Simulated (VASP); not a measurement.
# ScAl3 in VASP: notebook, part 3 of 3

VASP 6.6.1.

### Step 6. Single point, PBEsol (strain +0.080 along x and y, +0.080 along z)

File INCAR:

```
SYSTEM = ScAl3
PREC = Accurate
ENCUT = 520
EDIFF = 1E-7
ISMEAR = 0
SIGMA = 0.15
LREAL = .FALSE.
LASPH = .TRUE.
NELM = 60
ALGO = Normal
ISIF = 2
LWAVE = .FALSE.
LCHARG = .TRUE.
GGA = PS
LELF = .TRUE.
LVHAR = .TRUE.
NBANDS = 18
```

File KPOINTS:

```
Automatic mesh
0
G
  12 12 12
  0 0 0
```

File POSCAR:

```
ScAl3
1.0
    4.3970025054      0.0000000000      0.0000000000
    0.0000000000      4.3970025054      0.0000000000
    0.0000000000      0.0000000000      4.3970025054
Sc Al
1 3
Direct
    0.0000000000      0.0000000000      0.0000000000
    0.5000000000      0.0000000000      0.5000000000
    0.0000000000      0.5000000000      0.5000000000
    0.5000000000      0.5000000000      0.0000000000
```

Potentials or basis: VASP PAW PBE potentials, release 64 (Sc_sv, Al).

Run with:

```bash
> cat potpaw_PBE.64/Sc_sv/POTCAR potpaw_PBE.64/Al/POTCAR > POTCAR
> mpirun -np 1 vasp_std > vasp.out
```

OUTCAR:

```text
SYSTEM = ScAl3
   PREC = Accurate
   ENCUT = 520
   EDIFF = 1E-7
   ISMEAR = 0
   LREAL = .FALSE.
   LASPH = .TRUE.
   NELM = 60
   ISIF = 2
   GGA = PS

 ion  position               nearest neighbor table
   1  0.000  0.000  0.000-   2 3.11   3 3.11   4 3.11   2 3.11   3 3.11   3 3.11   4 3.11   3 3.11
                             2 3.11   4 3.11   2 3.11   4 3.11
   2  0.500  0.000  0.500-   1 3.11   3 3.11   4 3.11   1 3.11   4 3.11   3 3.11   4 3.11   4 3.11
                             1 3.11   3 3.11   1 3.11   3 3.11
   3  0.000  0.500  0.500-   1 3.11   2 3.11   4 3.11   1 3.11   4 3.11   1 3.11   2 3.11   1 3.11
                             2 3.11   4 3.11   4 3.11   2 3.11
   4  0.500  0.500  0.000-   1 3.11   2 3.11   3 3.11   2 3.11   3 3.11   1 3.11   2 3.11   2 3.11
                             1 3.11   3 3.11   3 3.11   1 3.11

  LATTYP: Found a simple cubic cell.
 ALAT       =     4.3970025054

  Lattice vectors:

 A1 = (   4.3970025054,   0.0000000000,   0.0000000000)
 A2 = (   0.0000000000,   4.3970025054,   0.0000000000)
 A3 = (   0.0000000000,   0.0000000000,   4.3970025054)

Analysis of symmetry for initial positions (statically):
=====================================================================
 Subroutine PRICEL returns:
 Original cell was already a primitive cell.

 Routine SETGRP: Setting up the symmetry group for a
 simple cubic supercell.

 Subroutine GETGRP returns: Found 48 space group operations
 (whereof 48 operations were pure point group operations)
 out of a pool of 48 trial point group operations.

The static configuration has the point symmetry O_h .

Analysis of symmetry for dynamics (positions and initial velocities):
=====================================================================
 Subroutine PRICEL returns:
 Original cell was already a primitive cell.

 Routine SETGRP: Setting up the symmetry group for a
 simple cubic supercell.

 Subroutine GETGRP returns: Found 48 space group operations
 (whereof 48 operations were pure point group operations)
 out of a pool of 48 trial point group operations.

The dynamic configuration has the point symmetry O_h .
[... 120 lines left out ...]
   IALGO  =     38    algorithm
   IMIX   =      4    mixing-type and parameters
     AMIX     =   0.40;   BMIX     =  1.00
     AMIX_MAG =   1.60;   BMIX_MAG =  1.00
  volume/ion in A,a.u.               =      21.25       143.42
  Fermi-wavevector in a.u.,A,eV,Ry     =   1.010636  1.909825 13.896789  1.021385
  Thomas-Fermi vector in A             =   2.143637
   LORBIT       =      0    0 simple, 1 ext, 2 COOP (PROOUT), +10 PAW based schemes
   GGA     = PS    functional components
   LHFCALC =     F    Hartree Fock is set to
   AEXX    =    0.0000 exact exchange contribution
   IVDW    =     0    specifies the selected vdW correction
   LEPSILON=     F    determine dielectric tensor
   LRPA    =     F    only Hartree local field effects (RPA)
 non-spin polarized calculation
 Gauss-broadening in eV      SIGMA  =   0.15
  energy-cutoff  :      520.00
  volume of cell :       85.01
 maximum number of plane-waves:      2320
 NGX is ok and might be reduce to    36
   NGX = 17   NGY = 17   NGZ = 17

 number of electron      19.9999997 magnetization

 Free energy of the ion-electron system (eV)
  ---------------------------------------------------
  ext. energy  EPLUGINS =         0.00000000
  ---------------------------------------------------
  free energy    TOTEN  =       -19.91780070 eV

  energy without entropy =      -19.89891600  energy(sigma->0) =      -19.90835835

 E-fermi :   5.3550     XC(G=0):  -9.6746

 val. band max:        5.3383168146   @ k =   0.5000   0.2500   0.0000
 cond. band min:       5.3553082300   @ k =   0.2500   0.2500   0.0833
 fundamental gap:      0.0169914154
 Fermi energy:         5.3550341881

 k-point     1 :       0.0000    0.0000    0.0000
  band No.  band energies     occupation
      1     -44.1374      2.00000
      2     -22.8634      2.00000
      3     -22.8634      2.00000
      4     -22.8634      2.00000
      5      -3.5259      2.00000
      6       2.9305      2.00000
[... 481 lines left out ...]
      5      -1.4826      2.00000
      6      -0.0449      2.00000
[... 10 lines left out ...]
     17       8.7617      0.00000
     18      10.0860      0.00000

 [... further k-points ...]
[... 5 lines left out ...]
  --------------------------------------------------------------------------------------
  -------------------------------------------------------------------------------------
  Total       -6.8169136     -6.8169136     -6.8169136      0.0000000      0.0000000      0.0000000
  in kB     -128.4778418   -128.4778418   -128.4778418      0.0000000      0.0000000      0.0000000
  external PRESSURE =    -128.4778418 kB  Pullay stress =       0.0000000 kB

 VOLUME and BASIS-vectors are now :
 -----------------------------------------------------------------------------
  energy-cutoff  :      520.00
  volume of cell :       85.01
      direct lattice vectors                 reciprocal lattice vectors
     4.397002505  0.000000000  0.000000000     0.227427662  0.000000000  0.000000000
     0.000000000  4.397002505  0.000000000     0.000000000  0.227427662  0.000000000
     0.000000000  0.000000000  4.397002505     0.000000000  0.000000000  0.227427662

 POSITION                                       TOTAL-FORCE (eV/Angst)
 -----------------------------------------------------------------------------------
      0.00000      0.00000      0.00000         0.000000      0.000000      0.000000
      2.19850      0.00000      2.19850         0.000000      0.000000      0.000000
      0.00000      2.19850      2.19850         0.000000      0.000000      0.000000
      2.19850      2.19850      0.00000         0.000000      0.000000      0.000000
 -----------------------------------------------------------------------------------
    total drift:                               -0.000000     -0.000000     -0.000000

  FREE ENERGIE OF THE ION-ELECTRON SYSTEM (eV)
  ---------------------------------------------------
  free  energy   TOTEN  =       -19.9178007007 eV

  energy  without entropy=      -19.8989159985  energy(sigma->0) =      -19.90835835
```

OSZICAR:

```text
N       E                     dE             d eps       ncg     rms          rms(c)
DAV:   1     0.101476774225E+03    0.10148E+03   -0.80184E+03  3032   0.969E+02
DAV:   2    -0.164361196539E+02   -0.11791E+03   -0.11520E+03  3034   0.276E+02
DAV:   3    -0.211544725532E+02   -0.47184E+01   -0.45599E+01  4632   0.534E+01
DAV:   4    -0.212844083243E+02   -0.12994E+00   -0.12952E+00  4560   0.912E+00
DAV:   5    -0.212882611152E+02   -0.38528E-02   -0.38524E-02  4628   0.146E+00    0.682E+00
DAV:   6    -0.200077268365E+02    0.12805E+01   -0.50386E+00  4590   0.208E+01    0.210E+00
DAV:   7    -0.199554199563E+02    0.52307E-01   -0.25523E-01  4808   0.402E+00    0.136E+00
DAV:   8    -0.199219427946E+02    0.33477E-01   -0.12281E-01  5084   0.297E+00    0.512E-01
DAV:   9    -0.199202064183E+02    0.17364E-02   -0.64680E-02  4592   0.248E+00    0.291E-01
DAV:  10    -0.199181260664E+02    0.20804E-02   -0.20982E-02  4792   0.129E+00    0.101E-01
DAV:  11    -0.199178199570E+02    0.30611E-03   -0.25616E-03  4710   0.468E-01    0.365E-02
DAV:  12    -0.199178026381E+02    0.17319E-04   -0.99601E-05  4898   0.101E-01    0.107E-02
DAV:  13    -0.199178011605E+02    0.14776E-05   -0.49754E-06  5170   0.150E-02    0.400E-03
DAV:  14    -0.199178008142E+02    0.34629E-06   -0.80371E-07  4808   0.653E-03    0.197E-03
DAV:  15    -0.199178007096E+02    0.10467E-06   -0.43969E-07  3712   0.565E-03    0.242E-04
DAV:  16    -0.199178007007E+02    0.88537E-08   -0.31713E-08  1902   0.102E-03
   1 F= -.19917801E+02 E0= -.19908358E+02  d E =-.188847E-01
```

Run time: 2.7 min. Hardware: 1 thread of AMD EPYC 7R43 (Zen 3), shared host; peak memory 0.24 GiB.

What came out:

- Free energy: -19.9178 eV
- Pressure: -12.8 GPa
- Band gap on the k mesh: zero (band 10 reaches 5.63 eV, above the bottom of band 11 at 2.73 eV)

Caveat: the cell differs from its parent crystal (strain +0.080 along x and y, +0.080 along z); the PAW data sets were made with another functional, which shifts forces and pressure a little.

### Step 7. Single point, PBEsol (strain -0.040 along x and y, -0.080 along z)

File INCAR:

```
SYSTEM = ScAl3
PREC = Accurate
ENCUT = 520
EDIFF = 1E-6
ISMEAR = 0
SIGMA = 0.15
LREAL = .False.
LASPH = .True.
NELM = 80
ALGO = Fast
ISIF = 2
LWAVE = .False.
LCHARG = .False.
GGA = PS
NBANDS = 18
```

File KPOINTS:

```
Automatic mesh
0
Gamma
  12 12 12
  0 0 0
```

File POSCAR:

```
ScAl3
1.0
    3.9084466715      0.0000000000      0.0000000000
    0.0000000000      3.9084466715      0.0000000000
    0.0000000000      0.0000000000      3.7455947268
Sc Al
1 3
Direct
    0.0000000000      0.0000000000      0.0000000000
    0.5000000000      0.0000000000      0.5000000000
    0.0000000000      0.5000000000      0.5000000000
    0.5000000000      0.5000000000      0.0000000000
```

Run with:

```bash
> cat potpaw_PBE.64/Sc_sv/POTCAR potpaw_PBE.64/Al/POTCAR > POTCAR
> mpirun -np 1 vasp_std > vasp.out
```

Run time: 3.6 min. Hardware: 1 thread of AMD EPYC 7R43 (Zen 3), shared host; peak memory 0.27 GiB.

The run converged. Its results:

| Property | Result |
| --- | --- |
| Free energy | -20.1229 eV |
| Pressure | 21.4 GPa |
| Band gap on the k mesh | zero (band 10 reaches 10.05 eV, above the bottom of band 11 at 5.95 eV) |

Stress tensor (GPa, compression positive):
```
18.63  0.00  0.00
 0.00 18.63  0.00
 0.00  0.00 27.00
```

Levels at points of the mesh, in eV from the Fermi level:
| k point | band 8 | band 9 | band 10 | band 11 | band 12 | band 13 |
| --- | --- | --- | --- | --- | --- | --- |
| (0.00, 0.00, 0.00) | -2.05 | -2.05 | -1.35 | 1.20 | 1.25 | 1.46 |
| (0.50, 0.00, 0.00) | -1.83 | -1.62 | 1.13 | 1.19 | 1.74 | 1.88 |
| (0.50, 0.50, 0.00) | -4.74 | -0.41 | -0.41 | 1.61 | 1.92 | 2.30 |
| (0.00, 0.00, 0.50) | -2.09 | -1.96 | 1.17 | 1.17 | 1.39 | 1.81 |
| (0.50, 0.00, 0.50) | -4.77 | -0.83 | -0.70 | 1.13 | 1.40 | 2.46 |
| (0.50, 0.50, 0.50) | -5.05 | -3.12 | -3.12 | -2.87 | 1.40 | 2.94 |

Caveat: the cell differs from its parent crystal (strain -0.040 along x and y, -0.080 along z); the PAW data sets were made with another functional, which shifts forces and pressure a little.

### Step 8. Summary

| cell | gap on the mesh (eV) | pressure (GPa) |
| --- | --- | --- |
| a = 3.746 Å, 4 atoms | none | 38.1 |
| a = 3.908 Å, 4 atoms | none | 14.6 |
| a = 4.234 Å, 4 atoms | none | -8.4 |
| a = 3.746, b = 3.746, c = 3.908 Å, 4 atoms | none | 29.3 |
| a = 4.397 Å, 4 atoms | none | -12.8 |
| a = 3.908, b = 3.908, c = 3.746 Å, 4 atoms | none | 21.4 |

Alike in all rows: task single point; level PBEsol; potentials or basis VASP PAW PBE potentials, release 64 (Sc_sv, Al); no spin polarisation; k mesh 12 × 12 × 12; cutoff (eV) 520; smearing gaussian 0.15 eV.

Caveats: the PAW data sets were made with another functional, which shifts forces and pressure a little.

Absolute energies hang on the potentials; compare differences alone.
